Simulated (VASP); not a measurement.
# BaF2 (Fm-3m) in VASP: G0W0 quasiparticle levels with PBE

Aim: the G0W0 quasiparticle levels of BaF2 with PBE.

All numbers are computed with VASP 6.6.1; they aren't measurements. Logs are shortened: lines on timing, memory, paths and dates and some standing lists are left out, and cuts for length are marked.

## (1) The cell of the first run

Symmetry: Fm-3m, No. 225, cubic system. The conventional cell has a = 5.947 Å, b = 5.947 Å, c = 5.947 Å, α = 90.00°, β = 90.00°, γ = 90.00°. Within 3.4 Å of Ba (site symmetry m-3m) lie 8 F at 2.57 Å. Within 3.4 Å of F (site symmetry -43m) lie 4 Ba at 2.57 Å and 6 F at 2.97 Å.

## (2) G0W0 quasiparticle levels, PBE

File POSCAR:

```
BaF2
1.0
    0.0000000000      2.9732772209      2.9732772209
    2.9732772209      0.0000000000      2.9732772209
    2.9732772209      2.9732772209      0.0000000000
Ba F
1 2
Direct
    0.0000000000      0.0000000000      0.0000000000
    0.2500000000      0.2500000000      0.2500000000
    0.7500000000      0.7500000000      0.7500000000
```

File INCAR.step1:

```
SYSTEM = BaF2
ALGO = Normal
EDIFF = 1E-8
ENCUT = 500
GGA = PE
ISMEAR = 0
LASPH = .TRUE.
LCHARG = .FALSE.
LREAL = .FALSE.
LWAVE = .TRUE.
NELM = 100
PREC = Accurate
SIGMA = 0.01
```

File INCAR.step2:

```
SYSTEM = BaF2
ALGO = Exact
EDIFF = 1E-8
ENCUT = 500
GGA = PE
ISMEAR = 0
ISTART = 1
LASPH = .TRUE.
LCHARG = .FALSE.
LOPTICS = .TRUE.
LREAL = .FALSE.
LWAVE = .TRUE.
NBANDS = 231
NELM = 1
PREC = Accurate
SIGMA = 0.01
```

File INCAR.step3:

```
SYSTEM = BaF2
ALGO = EVGW0
EDIFF = 1E-8
ENCUT = 500
ENCUTGW = 150.0
GGA = PE
ISMEAR = 0
ISTART = 1
LASPH = .TRUE.
LCHARG = .FALSE.
LREAL = .FALSE.
LWAVE = .FALSE.
NBANDS = 231
NBANDSGW = 20
NELMGW = 1
NOMEGA = 96
OMEGAMAX = 20
PREC = Accurate
PRECFOCK = Fast
SIGMA = 0.01
```

File KPOINTS:

```
k-points
0
G
  4 4 4
  0 0 0
```

Potentials or basis: VASP PAW PBE potentials, release 64 (Ba_sv_GW, F_GW).

Command:

```bash
$ cat potpaw_PBE.64/Ba_sv_GW/POTCAR potpaw_PBE.64/F_GW/POTCAR > POTCAR
$ cp INCAR.step1 INCAR
$ mpirun -np 1 vasp_std > vasp.out
$ cp INCAR.step2 INCAR
$ mpirun -np 1 vasp_std > vasp.out
$ cp INCAR.step3 INCAR
$ mpirun -np 1 vasp_std > vasp.out
```

OUTCAR:

```text
SYSTEM = BaF2
   EDIFF = 1E-8
   ENCUT = 500
   ENCUTGW = 150.0
   GGA = PE
   ISMEAR = 0
   ISTART = 1
   LASPH = .TRUE.
   LREAL = .FALSE.
   NELMGW = 1
   PREC = Accurate
   PRECFOCK = Fast

 ion  position               nearest neighbor table
   1  0.000  0.000  0.000-
   2  0.250  0.250  0.250-
   3  0.750  0.750  0.750-

  LATTYP: Found a face centered cubic cell.
 ALAT       =     5.9465544418

  Lattice vectors:

 A1 = (   0.0000000000,   2.9732772209,   2.9732772209)
 A2 = (   2.9732772209,   0.0000000000,   2.9732772209)
 A3 = (   2.9732772209,   2.9732772209,   0.0000000000)

Analysis of symmetry for initial positions (statically):
=====================================================================
 Subroutine PRICEL returns:
 Original cell was already a primitive cell.

 Routine SETGRP: Setting up the symmetry group for a
 face centered cubic supercell.

 Subroutine GETGRP returns: Found 48 space group operations
 (whereof 48 operations were pure point group operations)
 out of a pool of 48 trial point group operations.

The static configuration has the point symmetry O_h .

Analysis of symmetry for dynamics (positions and initial velocities):
=====================================================================
 Subroutine PRICEL returns:
 Original cell was already a primitive cell.

 Routine SETGRP: Setting up the symmetry group for a
 face centered cubic supercell.

 Subroutine GETGRP returns: Found 48 space group operations
 (whereof 48 operations were pure point group operations)
 out of a pool of 48 trial point group operations.

The dynamic configuration has the point symmetry O_h .

 Subroutine INISYM returns: Found 48 space group operations
 (whereof 48 operations are pure point group operations),
 and found     1 'primitive' translations

----------------------------------------------------------------------------------------

                                     Primitive cell

  volume of cell :      52.5698

  direct lattice vectors                    reciprocal lattice vectors
     0.000000000  2.973277221  2.973277221    -0.168164609  0.168164609  0.168164609
     2.973277221  0.000000000  2.973277221     0.168164609 -0.168164609  0.168164609
     2.973277221  2.973277221  0.000000000     0.168164609  0.168164609 -0.168164609
[... 38 lines left out ...]

 Found      8 irreducible k-points:

 Following reciprocal coordinates:
            Coordinates               Weight
  0.000000  0.000000  0.000000      1.000000
  0.250000  0.000000  0.000000      8.000000
  0.500000  0.000000  0.000000      4.000000
  0.250000  0.250000  0.000000      6.000000
  0.500000  0.250000  0.000000     24.000000
 -0.250000  0.250000  0.000000     12.000000
  0.500000  0.500000  0.000000      3.000000
 -0.250000  0.500000  0.250000      6.000000
   k-points           NKPTS =      8   k-points in BZ     NKDIM =     64   number of bands    NBANDS=    231
   number of dos      NEDOS =    301   number of ions     NIONS =      3
   total plane-waves  NPLWV =  32768
   dimension x,y,z NGX =    32 NGY =   32 NGZ =   32
   dimension x,y,z NGXF=    64 NGYF=   64 NGZF=   64
   ions per type =               1   2
   NGX,Y,Z   is equivalent  to a cutoff of  12.65, 12.65, 12.65 a.u.
   NGXF,Y,Z  is equivalent  to a cutoff of  25.30, 25.30, 25.30 a.u.
 SYSTEM =  BaF2
   PREC   = accura    normal or accurate (medium, high low for compatibility)
   ISTART =      1    job   : 0-new  1-cont  2-samecut
   ICHARG =      0    charge: 1-file 2-atom 10-const
   ISPIN  =      1    spin polarized calculation?
   LNONCOLLINEAR =      F non collinear calculations
   LSORBIT =      F    spin-orbit coupling
   LASPH  =      T    aspherical Exc in radial PAW
   ENCUT  =  500.0 eV  36.75 Ry    6.06 a.u.   7.67  7.67  7.67*2*pi/ulx,y,z
   NELM   =     60;   NELMIN=  2; NELMDL=  0     # of ELM steps
   EDIFF  = 0.1E-07   stopping-criterion for ELM
   LREAL  =      F    real-space projection
   EDIFFG = 0.1E-06   stopping-criterion for IOM
   NSW    =      0    number of steps for IOM
   IBRION =     -1    ionic relax: 0-MD 1-quasi-New 2-CG
   NFREE  =      0    steps in history (QN), initial steepest desc. (CG)
   ISIF   =      0    stress and relaxation
   ISYM   =      3    0-nonsym 1-usesym 2-fastsym
   POTIM  = 0.5000    time-step for ionic-motion
   TEBEG  =    0.0;   TEEND  =   0.0 temperature during run
   PSTRESS=    0.0 pullay stress
   NELECT =      24.0000    total number of electrons
   NUPDOWN=      -1.0000    fix difference up-down
   EMIN   =  10.00;   EMAX   =-10.00  energy-range for DOS
   EFERMI =   0.00;   METHOD = LEGACY
   ISMEAR =     0;   SIGMA  =   0.01  broadening in eV -4-tet -1-fermi 0-gaus
   EFERMI_NEDOS =   21; number of points for ismear=-14 and -15
   IALGO  =     38    algorithm
   IMIX   =      4    mixing-type and parameters
     AMIX     =   0.40;   BMIX     =  1.00
     AMIX_MAG =   1.60;   BMIX_MAG =  1.00
  volume/ion in A,a.u.               =      17.52       118.25
  Fermi-wavevector in a.u.,A,eV,Ry     =   1.260569  2.382129 21.620112  1.589033
  Thomas-Fermi vector in A             =   2.394072
   LORBIT       =      0    0 simple, 1 ext, 2 COOP (PROOUT), +10 PAW based schemes
   GGA     = PE    functional components
   LHFCALC =     T    Hartree Fock is set to
   PRECFOCK=fast      Normal, Fast or Accurate (Low or Medium for compatibility)
   ENCUT4O =  -1.0   cutoff for four orbital integrals eV
   NKREDX  =     1    reduce k-point grid by
   NKREDY  =     1    reduce k-point grid by
   NKREDZ  =     1    reduce k-point grid by
   AEXX    =    1.0000 exact exchange contribution
   HFSCREEN=    0.0000 screening length (either q_TF or 0.3 A-1)
   HFSCREENC=   0.0000 screening length for correlation (either q_TF or 0.3 A-1)
   ENCUTFOCK=  -1.0 apply spherical cutoff to Coloumb kernel
   IVDW    =     0    specifies the selected vdW correction
   LEPSILON=     F    determine dielectric tensor
   LRPA    =     F    only Hartree local field effects (RPA)
   LRPAFORCE           =     F    calculate RPA forces
   ENCUTGW             = 150.0    cutoff for response function in eV
   ENCUTGWSOFT         = 120.0    soft cutoff for Coulomb kernel in GW response function in eV
   ENCUTLF             =  -1.0    cutoff for local field effects
   NELMGW              =     1    number of iterations in solving QP/BSE equation
   NELMHF              =     1    number of iterations in the inner HF iteration
   NKREDLFX            =     1    NKREDLFY  =   1   NKREDLFZ  =   1
 non-spin polarized calculation
 Gauss-broadening in eV      SIGMA  =   0.01
  energy-cutoff  :      500.00
  volume of cell :       52.57
 maximum number of plane-waves:      1363
 NGX is ok and might be reduce to    32
  NGX = 18; NGY = 18; NGZ = 18
   NGX = 15   NGY = 15   NGZ = 15
 maximum number of plane-waves:       229
 NGX is ok and might be reduce to    18

 QP shifts <psi_nk| G(iteration)W_0 |psi_nk>: iteration 1
 for sc-GW calculations column KS-energies equals QP-energies in previous step
 and V_xc(KS)=  KS-energies - (<T + V_ion + V_H > + <T+V_H+V_ion>^1  + <V_x>^1)

 k-point   1 :       0.0000    0.0000    0.0000
  band No.  KS-energies  QP-energies   sigma(KS)   V_xc(KS)     V^pw_x(r,r')   Z            occupation Imag(sigma)

      1     -22.0025     -23.6428     -18.4248     -15.9642     -26.3721       0.6666       2.0000       1.1028
      2     -18.3870     -21.7139     -28.0379     -23.2934     -37.3890       0.7012       2.0000       0.5276
      3     -18.0311     -21.0090     -26.3786     -22.1552     -35.1231       0.7051       2.0000       0.5785
      4      -6.5545      -8.9421     -17.1679     -14.2560     -19.5892       0.8199       2.0000       0.0423
      5      -6.5545      -8.9421     -17.1679     -14.2560     -19.5892       0.8199       2.0000       0.0423
      6      -6.5545      -8.9421     -17.1679     -14.2560     -19.5892       0.8199       2.0000       0.0423
[... 167 lines left out ...]
      6      -6.7361      -9.1116     -17.3672     -14.4177     -20.0225       0.8054       2.0000       0.0543
[... 12 lines left out ...]
     19      13.8918      15.7615     -10.7831     -12.9939      -6.7250       0.8457       0.0000      -0.0549
     20      14.4095      19.3703      -8.1856     -14.1744      -2.6737       0.8283       0.0000      -0.0729
```

OUTCAR.step1:

```text
SYSTEM = BaF2
   EDIFF = 1E-8
   ENCUT = 500
   GGA = PE
   ISMEAR = 0
   LASPH = .TRUE.
   LREAL = .FALSE.
   NELM = 100
[... 356 lines left out ...]
      0.00000      0.00000      0.00000         0.000000      0.000000     -0.000000
      1.48664      1.48664      1.48664         0.000000      0.000000     -0.000000
      4.45992      4.45992      4.45992        -0.000000     -0.000000      0.000000
 -----------------------------------------------------------------------------------
    total drift:                               -0.000000     -0.000000      0.000000

  FREE ENERGIE OF THE ION-ELECTRON SYSTEM (eV)
  ---------------------------------------------------
  free  energy   TOTEN  =       -18.3551391576 eV

  energy  without entropy=      -18.3551391576  energy(sigma->0) =      -18.35513916
```

OUTCAR.step2:

```text
SYSTEM = BaF2
   EDIFF = 1E-8
   ENCUT = 500
   GGA = PE
[... 758 lines left out ...]
  --------------------------------------------------------------------------------------------------------------
     0.00000     2.65145     2.65145     2.65145    -0.00000    -0.00000     0.00000
     1.99560     2.69062     2.69062     2.69062    -0.00000    -0.00000     0.00000
     3.99121     2.82724     2.82724     2.82724    -0.00000    -0.00000     0.00000
     5.98681     3.15148     3.15148     3.15148    -0.00000    -0.00000     0.00000
     7.98242     3.99958     3.99958     3.99958    -0.00000    -0.00000     0.00000
     9.97802     5.09945     5.09945     5.09945    -0.00000     0.00000    -0.00000
[... 92 lines left out ...]
   195.56919     0.98349     0.98349     0.98349     0.00000     0.00000    -0.00000
   197.56479     0.98386     0.98386     0.98386     0.00000     0.00000    -0.00000
```

It took 6.1 min on 1 thread of AMD EPYC 9R45 (Zen 5), shared host; peak memory 0.65 GiB.

What came out:

* Quasiparticle gap: 9.93 eV
* Least direct quasiparticle gap: 10.17 eV
* Band gap of the starting levels on the mesh: 7.37 eV
* Least direct gap of the starting levels on the mesh: 7.58 eV

Caveat: the k points lie up to 0.46 Å⁻¹ apart; bands, screening cutoff and mesh are small and nothing is extrapolated, so the quasiparticle values aren't converged; spin-orbit coupling is left out, which moves the levels of the heavy elements.
